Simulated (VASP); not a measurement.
Here is a VASP 6.6.1 calculation.

File INCAR:

```
SYSTEM = FeSi
PREC = Accurate
ENCUT = 520
EDIFF = 1E-7
ISMEAR = 0
SIGMA = 0.01
LREAL = .False.
LASPH = .True.
NELM = 80
ALGO = Normal
ISIF = 2
LWAVE = .False.
LCHARG = .False.
GGA = PE
IBRION = 2
NSW = 50
EDIFFG = -0.01
```

Contents of KPOINTS:

```
regular mesh
0
Gamma
  8 8 8
  0 0 0
```

POSCAR

```
FeSi
1.0
    4.4920770379      0.0000000000      0.0000000000
    0.0000000000      4.4920770379      0.0000000000
    0.0000000000      0.0000000000      4.4920770379
Fe Si
4 4
Direct
    0.1359940311      0.1359940311      0.1359940311
    0.3640059689      0.8640059689      0.6359940311
    0.6359940311      0.3640059689      0.8640059689
    0.8640059689      0.6359940311      0.3640059689
    0.8407200319      0.8407200319      0.8407200319
    0.6592799681      0.1592799681      0.3407200319
    0.3407200319      0.6592799681      0.1592799681
    0.1592799681      0.3407200319      0.6592799681
```

Potentials or basis: VASP PAW PBE potentials, release 64 (Fe, Si).

The run is started by

```bash
$ cat potpaw_PBE.64/Fe/POTCAR potpaw_PBE.64/Si/POTCAR > POTCAR
$ mpirun -np 1 vasp_std > vasp.out
```

Q: What does it give for the band gap on the k mesh?

A: 0.16 eV (least direct gap 0.17 eV).

Q: Predict the energy gained by relaxing.

A: 0.2 meV/atom.

Final structure:
```
Fe Si
1.0
     4.49208    0.00000    0.00000
     0.00000    4.49208    0.00000
     0.00000    0.00000    4.49208
Fe Si
4 4
Cartesian
  0.6065 0.6065 0.6065
  1.6396 3.8856 2.8525
  2.8525 1.6396 3.8856
  3.8856 2.8525 1.6396
  3.7737 3.7737 3.7737
  2.9644 0.7183 1.5277
  1.5277 2.9644 0.7183
  0.7183 1.5277 2.9644
```

A k mesh can miss the band edges. Spin polarisation is off, so any magnetic state and its effect on volume and gap are missing.
